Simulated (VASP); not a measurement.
Here is a VASP 6.6.1 calculation.

Contents of INCAR:

```
SYSTEM = Ti
PREC = Accurate
ENCUT = 600
EDIFF = 1E-7
ISMEAR = -1
SIGMA = 0.05
LREAL = .False.
LASPH = .True.
NELM = 80
ALGO = Normal
ISIF = 3
LWAVE = .False.
LCHARG = .False.
GGA = PS
IBRION = 2
NSW = 60
EDIFFG = -0.01
PSTRESS = 300.0
```

Contents of KPOINTS:

```
regular mesh
0
Gamma
  10 10 6
  0 0 0
```

Contents of POSCAR:

```
Ti
1.0
    2.9500000000      0.0000000000      0.0000000000
   -1.4750000000      2.5547749412      0.0000000000
    0.0000000000      0.0000000000      4.6800000000
Ti
2
Direct
    0.6666666667      0.3333333333      0.7500000000
    0.3333333333      0.6666666667      0.2500000000
```

Potentials or basis: VASP PAW PBE potentials, release 64 (Ti_sv).

Launch:

```bash
$ cat potpaw_PBE.64/Ti_sv/POTCAR > POTCAR
$ mpirun -np 1 vasp_std > vasp.out
```

(1) What does it give for the relaxed volume?

(2) Predict the band gap on the k mesh.

## Answers

(1) 13.84 Å³/atom.

(2) zero (band 12 reaches 11.69 eV, above the bottom of band 13 at 10.59 eV).

Caveat: the cell is relaxed towards a set pressure, so the enthalpy falls and the energy may rise; the volume moved by over 15 % at a fixed basis, so the end points are rough; the PAW data sets were made with another functional, which shifts forces and pressure a little.
